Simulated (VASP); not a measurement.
Here is a VASP 6.6.1 calculation.

POSCAR

```
SrCl2
1.0
    0.0000000000      3.5193856312      3.5193856312
    3.5193856312      0.0000000000      3.5193856312
    3.5193856312      3.5193856312      0.0000000000
Sr Cl
1 2
Direct
    0.0000000000      0.0000000000      0.0000000000
    0.7500000000      0.7500000000      0.7500000000
    0.2500000000      0.2500000000      0.2500000000
```

File INCAR.step1:

```
ALGO = Normal ; EDIFF = 1E-4
ENCUT = 600 ; GGA = PE
ISMEAR = -1 ; LASPH = True
LCHARG = False ; LREAL = False
LWAVE = True ; NELM = 60
PREC = Accurate ; SIGMA = 0.02
```

The input INCAR.step2:

```
ALGO = Normal ; EDIFF = 1E-6
EDIFFG = -0.005 ; ENCUT = 600
IBRION = 2 ; ISIF = 3
ISMEAR = -1 ; ISTART = 1
LASPH = True ; LCHARG = False
LMIXTAU = True ; LREAL = False
LWAVE = False ; METAGGA = R2SCAN
NELM = 60 ; NSW = 80
PREC = Accurate ; SIGMA = 0.02
```

Contents of KPOINTS:

```
k-points
0
Gamma
  6 6 6
```

Potentials or basis: VASP PAW PBE potentials, release 64 (Sr_sv, Cl).

Run with:

```console
$ cat potpaw_PBE.64/Sr_sv/POTCAR potpaw_PBE.64/Cl/POTCAR > POTCAR
$ cp INCAR.step1 INCAR
$ mpirun -np 1 vasp_std > vasp.out
$ cp INCAR.step2 INCAR
$ mpirun -np 1 vasp_std > vasp.out
```

(1) Estimate the relaxed volume.

(2) Predict the band gap on the k mesh.

(3) Predict the relaxed cell.

(4) What does it give for the space group after relaxing (to 0.1 Å)?

## Answers

(1) 28.60 Å³/atom.

(2) 5.93 eV (least direct gap 6.00 eV).

(3) a = 4.951 Å, b = 4.951 Å, c = 4.951 Å, α = 60.00°, β = 60.00°, γ = 60.00°.

(4) Fm-3m (No. 225).

Caveat: the PAW data sets were made with another functional, which shifts forces and pressure a little.
